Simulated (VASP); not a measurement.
# Se (I4_1/amd) in VASP: further runs

The runs below take Se through single point, with PBE.

Everything below comes from runs of VASP 6.6.1. Logs are shortened: lines on timing, memory, paths and dates and some standing lists are left out, and cuts for length are marked.

### Step 1. The cell of the first run

Symmetry: I4_1/amd, No. 141, tetragonal system. Conventional cell: a = 4.710 Å, b = 4.710 Å, c = 2.455 Å, α = 90.00°, β = 90.00°, γ = 90.00°. Within 3.2 Å of Se (site symmetry -4m2) lie 10 Se at 2.43 to 2.99 Å.

### Step 2. Single point, PBE (volume scaled by 0.6)

Contents of INCAR:

```
SYSTEM = Se
ALGO     = Normal         ! electronic algorithm
EDIFF    = 1E-7           ! SCF threshold, eV
ENCUT    = 520            ! plane-wave cutoff, eV
GGA      = PE             ! functional
ISIF     = 2              ! what is computed and relaxed
ISMEAR   = -1             ! smearing method
LASPH    = .True.         ! aspherical terms in the spheres
LCHARG   = .False.        ! write CHGCAR
LREAL    = .False.        ! projectors in reciprocal space
LWAVE    = .False.        ! write WAVECAR
NBANDS   = 13             ! bands
NELM     = 80             ! most SCF steps
PREC     = Accurate       ! precision mode
SIGMA    = 0.1            ! smearing width, eV
```

Contents of KPOINTS:

```
k-points
0
Gamma
  16 16 16
  0 0 0
```

Contents of POSCAR:

```
Se
1.0
   -2.3551041735      2.3551041735      1.2276131886
    2.3551041735     -2.3551041735      1.2276131886
    2.3551041735      2.3551041735     -1.2276131886
Se
2
Direct
   -0.3750000000     -0.1250000000     -0.2500000000
    0.3750000000      0.1250000000      0.2500000000
```

Potentials or basis: VASP PAW PBE potentials, release 64 (Se).

The run is started by

```console
$ cat potpaw_PBE.64/Se/POTCAR > POTCAR
$ mpirun -np 1 vasp_std > vasp.out
```

OUTCAR:

```text
SYSTEM = Se
   EDIFF = 1E-7
   ENCUT = 520
   GGA = PE
   ISIF = 2
   ISMEAR = -1
   LASPH = .True.
   LREAL = .False.
   NELM = 80
   PREC = Accurate

 ion  position               nearest neighbor table
   1  0.625  0.875  0.750-   2 2.43   2 2.43   2 2.43   2 2.43
   2  0.375  0.125  0.250-   1 2.43   1 2.43   1 2.43   1 2.43

  LATTYP: Found a body centered tetragonal cell.
 ALAT       =     4.7102083470
 C/A-ratio  =     0.5212564278

  Lattice vectors:

 A1 = (  -2.3551041735,   2.3551041735,   1.2276131886)
 A2 = (   2.3551041735,  -2.3551041735,   1.2276131886)
 A3 = (   2.3551041735,   2.3551041735,  -1.2276131886)

Analysis of symmetry for initial positions (statically):
=====================================================================
 Subroutine PRICEL returns:
 Original cell was already a primitive cell.

 Routine SETGRP: Setting up the symmetry group for a
 body centered tetragonal supercell.

 Subroutine GETGRP returns: Found 16 space group operations
 (whereof  4 operations were pure point group operations)
 out of a pool of 16 trial point group operations.

The static configuration has the point symmetry C_2h.
 The point group associated with its full space group is D_4h.

Analysis of symmetry for dynamics (positions and initial velocities):
=====================================================================
 Subroutine PRICEL returns:
 Original cell was already a primitive cell.

 Routine SETGRP: Setting up the symmetry group for a
 body centered tetragonal supercell.

 Subroutine GETGRP returns: Found 16 space group operations
 (whereof  4 operations were pure point group operations)
 out of a pool of 16 trial point group operations.

The dynamic configuration has the point symmetry C_2h.
 The point group associated with its full space group is D_4h.

 Subroutine INISYM returns: Found 16 space group operations
 (whereof  4 operations are pure point group operations),
 and found     1 'primitive' translations

----------------------------------------------------------------------------------------

                                     Primitive cell

  volume of cell :      27.2359

  direct lattice vectors                    reciprocal lattice vectors
    -2.355104174  2.355104174  1.227613189     0.000000000  0.212304834  0.407294419
     2.355104174 -2.355104174  1.227613189     0.212304834  0.000000000  0.407294419
     2.355104174  2.355104174 -1.227613189     0.212304834  0.212304834  0.000000000

  length of vectors
     3.549657093  3.549657093  3.549657093     0.459306092  0.459306092  0.300244375

  position of ions in fractional coordinates (direct lattice)
     0.625000000  0.875000000  0.750000000
     0.375000000  0.125000000  0.250000000

  ion indices of the primitive-cell ions
   primitive index   ion index
                 1           1
                 2           2

----------------------------------------------------------------------------------------

 KPOINTS: k-points

Automatic generation of k-mesh.
 Grid dimensions read from file:
 generate k-points for:   16   16   16

 Generating k-lattice:

  Cartesian coordinates                     Fractional coordinates (reciprocal lattice)
     0.000000000  0.013269052  0.025455901     0.062500000  0.000000000 -0.000000000
     0.013269052  0.000000000  0.025455901     0.000000000  0.062500000 -0.000000000
     0.013269052  0.013269052  0.000000000     0.000000000  0.000000000  0.062500000

  Length of vectors
     0.028706631  0.028706631  0.018765273

  Shift w.r.t. Gamma in fractional coordinates (k-lattice)
     0.000000000  0.000000000  0.000000000

 Subroutine IBZKPT returns following result:
 ===========================================

 Found    349 irreducible k-points:

 Following reciprocal coordinates:
            Coordinates               Weight
  0.000000  0.000000  0.000000      1.000000
  0.062500  0.000000  0.000000      8.000000
  0.125000  0.000000  0.000000      8.000000
  0.187500 -0.000000  0.000000      8.000000
  0.250000  0.000000  0.000000      8.000000
  0.312500  0.000000 -0.000000      8.000000
[... 16 lines left out ...]
 -0.125000  0.062500  0.000000     16.000000
 -0.062500  0.062500  0.000000      4.000000
 [... further k-points ...]
   k-points           NKPTS =    349   k-points in BZ     NKDIM =    349   number of bands    NBANDS=     13
   number of dos      NEDOS =    301   number of ions     NIONS =      2
   total plane-waves  NPLWV =  21952
   dimension x,y,z NGX =    28 NGY =   28 NGZ =   28
   dimension x,y,z NGXF=    56 NGYF=   56 NGZF=   56
   ions per type =               2
   NGX,Y,Z   is equivalent  to a cutoff of  13.11, 13.11, 13.11 a.u.
   NGXF,Y,Z  is equivalent  to a cutoff of  26.23, 26.23, 26.23 a.u.
 SYSTEM =  Se
   PREC   = accura    normal or accurate (medium, high low for compatibility)
   ISTART =      0    job   : 0-new  1-cont  2-samecut
   ICHARG =      2    charge: 1-file 2-atom 10-const
   ISPIN  =      1    spin polarized calculation?
   LNONCOLLINEAR =      F non collinear calculations
   LSORBIT =      F    spin-orbit coupling
   LASPH  =      T    aspherical Exc in radial PAW
   ENCUT  =  520.0 eV  38.22 Ry    6.18 a.u.   6.60  6.60  6.60*2*pi/ulx,y,z
   NELM   =     80;   NELMIN=  2; NELMDL= -5     # of ELM steps
   EDIFF  = 0.1E-06   stopping-criterion for ELM
   LREAL  =      F    real-space projection
   EDIFFG = 0.1E-05   stopping-criterion for IOM
   NSW    =      0    number of steps for IOM
   IBRION =     -1    ionic relax: 0-MD 1-quasi-New 2-CG
   NFREE  =      0    steps in history (QN), initial steepest desc. (CG)
   ISIF   =      2    stress and relaxation
   ISYM   =      2    0-nonsym 1-usesym 2-fastsym
   POTIM  = 0.5000    time-step for ionic-motion
   TEBEG  =    0.0;   TEEND  =   0.0 temperature during run
   PSTRESS=    0.0 pullay stress
   NELECT =      12.0000    total number of electrons
   NUPDOWN=      -1.0000    fix difference up-down
   EMIN   =  10.00;   EMAX   =-10.00  energy-range for DOS
   EFERMI =   0.00;   METHOD = LEGACY
   ISMEAR =    -1;   SIGMA  =   0.10  broadening in eV -4-tet -1-fermi 0-gaus
   EFERMI_NEDOS =   21; number of points for ismear=-14 and -15
   IALGO  =     38    algorithm
   IMIX   =      4    mixing-type and parameters
     AMIX     =   0.40;   BMIX     =  1.00
     AMIX_MAG =   1.60;   BMIX_MAG =  1.00
  volume/ion in A,a.u.               =      13.62        91.90
  Fermi-wavevector in a.u.,A,eV,Ry     =   1.245723  2.354074 21.113856  1.551825
  Thomas-Fermi vector in A             =   2.379932
   LORBIT       =      0    0 simple, 1 ext, 2 COOP (PROOUT), +10 PAW based schemes
   GGA     = PE    functional components
   LHFCALC =     F    Hartree Fock is set to
   AEXX    =    0.0000 exact exchange contribution
   IVDW    =     0    specifies the selected vdW correction
   LEPSILON=     F    determine dielectric tensor
   LRPA    =     F    only Hartree local field effects (RPA)
 non-spin polarized calculation
  energy-cutoff  :      520.00
  volume of cell :       27.24
 maximum number of plane-waves:       746
   NGX = 13   NGY = 13   NGZ = 13

 number of electron      11.9999999 magnetization

 Free energy of the ion-electron system (eV)
  ---------------------------------------------------
  ext. energy  EPLUGINS =         0.00000000
  ---------------------------------------------------
  free energy    TOTEN  =        -2.79581848 eV

  energy without entropy =       -2.76398516  energy(sigma->0) =       -2.77990182

 E-fermi :  12.0210     XC(G=0): -12.4250

 val. band max:       12.0198328160   @ k =  -0.1250  -0.2500   0.1250
 cond. band min:      12.0217163989   @ k =  -0.0625   0.4375   0.0625
 fundamental gap:      0.0018835829
 Fermi energy:        12.0210433596

 k-point     1 :       0.0000    0.0000    0.0000
  band No.  band energies     occupation
      1      -9.6322      2.00000
      2       0.0073      2.00000
      3       3.6523      2.00000
      4       3.6523      2.00000
      5      11.6799      1.93610
      6      14.7951      0.00000
      7      14.7951      0.00000
      8      16.4910      0.00000
      9      16.8400      0.00000
     10      20.1698      0.00000
     11      21.5510      0.00000
     12      23.9189      0.00000
     13      25.7665      0.00000

 k-point     2 :       0.0625    0.0000    0.0000
  band No.  band energies     occupation
      1      -9.5139      2.00000
      2      -0.0612      2.00000
      3       3.6703      2.00000
      4       3.9405      2.00000
      5      11.8858      1.58890
      6      14.3517      0.00000
      7      14.8245      0.00000
      8      15.7094      0.00000
      9      15.8066      0.00000
     10      20.2803      0.00000
     11      22.1347      0.00000
     12      23.9933      0.00000
     13      24.1124      0.00000

 k-point     3 :       0.1250    0.0000    0.0000
  band No.  band energies     occupation
      1      -9.1596      2.00000
      2      -0.1890      2.00000
      3       3.7344      2.00000
      4       4.7181      2.00000
      5      12.4826      0.01959
      6      12.9578      0.00017
      7      13.7042      0.00000
      8      14.3328      0.00000
      9      14.8608      0.00000
     10      20.4473      0.00000
     11      21.8168      0.00000
     12      22.0430      0.00000
     13      23.8780      0.00000
[... 305 lines left out ...]
 k-point    23 :      -0.1250    0.0625    0.0000
  band No.  band energies     occupation
      1      -9.4152      2.00000
      2      -0.5915      2.00000
      3       3.6549      2.00000
      4       4.4352      2.00000
      5      12.3308      0.08641
      6      13.4160      0.00000
      7      14.5273      0.00000
      8      15.6828      0.00000
      9      15.9280      0.00000
     10      20.8239      0.00000
     11      22.3552      0.00000
     12      24.1477      0.00000
     13      24.4687      0.00000

 k-point    24 :      -0.0625    0.0625    0.0000
  band No.  band energies     occupation
      1      -9.5828      2.00000
      2      -0.2995      2.00000
      3       3.7055      2.00000
      4       3.8753      2.00000
      5      11.9092      1.50756
      6      14.2732      0.00000
      7      14.5429      0.00000
      8      16.6867      0.00000
      9      16.8102      0.00000
     10      20.5135      0.00000
     11      21.6697      0.00000
     12      23.7478      0.00000
     13      25.8057      0.00000

 [... further k-points ...]
[... 5 lines left out ...]
  --------------------------------------------------------------------------------------
  -------------------------------------------------------------------------------------
  Total       15.8259103     15.8259103     15.9332417      0.0000000      0.0000000      0.0000000
  in kB      930.9738926    930.9738926    937.2877624      0.0000000      0.0000000      0.0000000
  external PRESSURE =     933.0785159 kB  Pullay stress =       0.0000000 kB

 VOLUME and BASIS-vectors are now :
 -----------------------------------------------------------------------------
  energy-cutoff  :      520.00
  volume of cell :       27.24
      direct lattice vectors                 reciprocal lattice vectors
    -2.355104174  2.355104174  1.227613189     0.000000000  0.212304834  0.407294419
     2.355104174 -2.355104174  1.227613189     0.212304834  0.000000000  0.407294419
     2.355104174  2.355104174 -1.227613189     0.212304834  0.212304834  0.000000000

 POSITION                                       TOTAL-FORCE (eV/Angst)
 -----------------------------------------------------------------------------------
      2.35510      1.17755      0.92071         0.000000     -0.000000     -0.000000
      0.00000      1.17755      0.30690        -0.000000      0.000000      0.000000
 -----------------------------------------------------------------------------------
    total drift:                               -0.000000      0.000000     -0.000000

  FREE ENERGIE OF THE ION-ELECTRON SYSTEM (eV)
  ---------------------------------------------------
  free  energy   TOTEN  =        -2.7958184769 eV

  energy  without entropy=       -2.7639851626  energy(sigma->0) =       -2.77990182
```

It took 58 s on 1 thread of Intel Xeon Platinum 8559C (Emerald Rapids), shared host; peak memory 0.23 GiB.

What came out:

```
Free energy            : -2.7958 eV
Pressure               : 93.3 GPa
Band gap on the k mesh : zero (band 6 reaches 16.93 eV, above the bottom of band 7 at 9.82 eV)
```

Levels at points of the mesh, in eV from the Fermi level:
| k point | band 2 | band 3 | band 4 | band 5 | band 6 | band 7 | band 8 | band 9 | band 10 | band 11 |
| --- | --- | --- | --- | --- | --- | --- | --- | --- | --- | --- |
| (0.00, 0.00, 0.00) | -12.01 | -8.37 | -8.37 | -0.34 | 2.77 | 2.77 | 4.47 | 4.82 | 8.15 | 9.53 |
| (0.50, 0.00, 0.00) | -13.07 | -9.10 | -8.01 | -6.76 | -1.55 | -1.46 | 0.62 | 5.51 | 8.50 | 9.20 |
| (0.50, 0.50, 0.00) | -18.55 | -5.03 | -5.03 | -3.64 | -3.64 | 4.23 | 4.23 | 9.45 | 9.45 | 10.82 |
| (0.50, 0.50, 0.50) | -17.04 | -12.07 | -12.07 | 2.91 | 2.91 | 6.13 | 6.13 | 12.42 | 12.42 | 15.47 |

### Step 3. Single point, PBE (volume scaled by 0.68)

Contents of INCAR:

```
  PREC = Accurate
  ENCUT = 520
  EDIFF = 1E-6
  ISMEAR = -1
  SIGMA = 0.1
  LREAL = False
  LASPH = True
  NELM = 80
  ALGO = Normal
  ISIF = 2
  LWAVE = False
  LCHARG = False
  GGA = PE
  NBANDS = 13
```

Contents of KPOINTS:

```
Automatic mesh
0
Gamma
  16 16 16
```

Contents of POSCAR:

```
Se
1.0
   -2.4635242515      2.4635242515      1.2715275317
    2.4635242515     -2.4635242515      1.2715275317
    2.4635242515      2.4635242515     -1.2715275317
Se
2
Direct
   -0.3750000000     -0.1250000000     -0.2500000000
    0.3750000000      0.1250000000      0.2500000000
```

Potentials or basis: VASP PAW PBE potentials, release 64 (Se).

The run is started by

```console
$ cat potpaw_PBE.64/Se/POTCAR > POTCAR
$ mpirun -np 1 vasp_std > vasp.out
```

Wall time 47 s (1 thread of Intel Xeon Platinum 8559C (Emerald Rapids), shared host); peak memory 0.24 GiB.

It converged, with:

- Free energy: -4.4383 eV
- Pressure: 55.0 GPa
- Band gap on the k mesh: zero (band 6 reaches 14.20 eV, above the bottom of band 7 at 8.10 eV)

Levels at points of the mesh, in eV from the Fermi level:
```tsv
k point	band 2	band 3	band 4	band 5	band 6	band 7	band 8	band 9	band 10	band 11
(0.00, 0.00, 0.00)	-12.14	-7.45	-7.45	0.55	2.19	2.19	3.94	4.16	7.98	9.22
(0.50, 0.00, 0.00)	-12.32	-8.58	-7.19	-5.91	-1.48	-0.88	0.29	5.59	8.21	8.21
(0.50, 0.50, 0.00)	-17.31	-4.47	-4.47	-3.55	-3.55	3.77	3.77	9.40	9.40	10.25
(0.50, 0.50, 0.50)	-16.19	-10.62	-10.62	2.80	2.80	4.87	4.87	11.70	11.70	14.28
```

### Step 4. Single point, PBE (volume scaled by 0.76)

Contents of INCAR:

```
PREC = Accurate
ENCUT = 520
EDIFF = 1E-6
ISMEAR = -1
SIGMA = 0.1
LREAL = False
LASPH = True
NELM = 80
ALGO = Normal
ISIF = 2
LWAVE = False
LCHARG = True
GGA = PE
LELF = True
LVHAR = True
NBANDS = 13
```

KPOINTS is that of step 3.

Contents of POSCAR:

```
Se
1.0
   -2.5680362686      2.5680362686      1.3078014830
    2.5680362686     -2.5680362686      1.3078014830
    2.5680362686      2.5680362686     -1.3078014830
Se
2
Direct
   -0.3750000000     -0.1250000000     -0.2500000000
    0.3750000000      0.1250000000      0.2500000000
```

The run is started by

```console
$ cat potpaw_PBE.64/Se/POTCAR > POTCAR
$ mpirun -np 1 vasp_std > vasp.out
```

Run time: 76 s. Hardware: 1 thread of Intel Xeon Platinum 8559C (Emerald Rapids), shared host; peak memory 0.26 GiB.

It converged, with:

| Item | Value |
| --- | --- |
| Free energy | -5.4002 eV |
| Pressure | 31.7 GPa |
| Band gap on the k mesh | zero (band 6 reaches 11.99 eV, above the bottom of band 7 at 6.66 eV) |

Levels at points of the mesh, in eV from the Fermi level:
| k point | band 2 | band 3 | band 4 | band 5 | band 6 | band 7 | band 8 | band 9 | band 10 | band 11 |
| --- | --- | --- | --- | --- | --- | --- | --- | --- | --- | --- |
| (0.00, 0.00, 0.00) | -12.22 | -6.66 | -6.66 | 1.31 | 1.73 | 1.73 | 3.61 | 3.75 | 7.90 | 8.83 |
| (0.50, 0.00, 0.00) | -11.88 | -7.96 | -6.51 | -5.16 | -1.43 | -0.35 | 0.07 | 5.71 | 7.49 | 8.04 |
| (0.50, 0.50, 0.00) | -16.33 | -3.99 | -3.99 | -3.44 | -3.44 | 3.50 | 3.50 | 9.42 | 9.42 | 9.89 |
| (0.50, 0.50, 0.50) | -15.50 | -9.40 | -9.40 | 2.78 | 2.78 | 3.91 | 3.91 | 11.22 | 11.22 | 13.02 |

### Step 5. Single point, PBE (volume scaled by 0.76)

Contents of INCAR:

```
SYSTEM = Se
PREC = Accurate
ENCUT = 520
EDIFF = 1E-7
ISMEAR = -1
SIGMA = 0.1
LREAL = .FALSE.
LASPH = .TRUE.
NELM = 80
ALGO = Normal
ISIF = 2
LWAVE = .FALSE.
LCHARG = .TRUE.
GGA = PE
LELF = .TRUE.
LVHAR = .TRUE.
NBANDS = 13
```

Contents of KPOINTS:

```
regular mesh
0
G
  16 16 16
  0 0 0
```

POSCAR is that of step 4.

The run is started by

```console
$ cat potpaw_PBE.64/Se/POTCAR > POTCAR
$ mpirun -np 1 vasp_std > vasp.out
```

Wall time 73 s (1 thread of Intel Xeon Platinum 8559C (Emerald Rapids), shared host); peak memory 0.26 GiB.

The run converged. Its results:

| Item | Value |
| --- | --- |
| Free energy | -5.4002 eV |
| Pressure | 31.7 GPa |
| Band gap on the k mesh | zero (band 6 reaches 11.99 eV, above the bottom of band 7 at 6.66 eV) |

Levels at points of the mesh, in eV from the Fermi level:
```csv
k point,band 2,band 3,band 4,band 5,band 6,band 7,band 8,band 9,band 10,band 11
"(0.00, 0.00, 0.00)",-12.22,-6.66,-6.66,1.31,1.73,1.73,3.61,3.75,7.90,8.83
"(0.50, 0.00, 0.00)",-11.88,-7.96,-6.51,-5.16,-1.43,-0.35,0.07,5.71,7.49,8.04
"(0.50, 0.50, 0.00)",-16.33,-3.99,-3.99,-3.44,-3.44,3.50,3.50,9.42,9.42,9.89
"(0.50, 0.50, 0.50)",-15.50,-9.40,-9.40,2.78,2.78,3.91,3.91,11.22,11.22,13.02
```

[end of part 1 of 2]
